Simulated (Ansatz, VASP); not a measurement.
## One calculation of Ta, two programs

```
CELL_PARAMETERS angstrom
-1.61385 1.65948 1.78394
1.61385 -1.65948 1.78394
1.61385 1.65948 -1.78394
ATOMIC_POSITIONS crystal
Ta 0.00000 0.00000 0.00000
```

Change from the starting cell: normal strain along x -0.0275, normal strain along z +0.0750.

Alike in both runs: task single point; functional PBE; k mesh 18 × 18 × 18; occupations gaussian, width 0.15 eV; no spin polarisation.

|  | VASP | Ansatz |
| --- | --- | --- |
| version | VASP 6.6.1 | Ansatz 0.2.0 |
| potentials or method | VASP PAW PBE potentials, release 64 (Ta_pv), cutoff 520 eV | scalar-relativistic, plane waves, PAW |
| valence electrons in the cell | 11 | 13 |

Ansatz gave:

| Property | Result |
| --- | --- |
| gap on the k mesh at the Fermi level (eV) | none |
| pressure (GPa) | -7.2 |
| traceless stress, the component that is largest in VASP (GPa) | -4.82 |

Task: Which values does VASP return?

Result: gap on the k mesh at the Fermi level (eV): none; pressure (GPa): -7.2; traceless stress, the component that is largest in VASP (GPa): -4.83.

A gap of «none» marks a metal or a gap that the smearing closes. With one functional, cell and mesh, what is left measures potentials, basis and numerics. VASP's potentials hold 11 valence electrons a cell and Ansatz's 13, so a difference there can come from the potentials and not from the codes.

Neither program's run includes spin-orbit coupling.
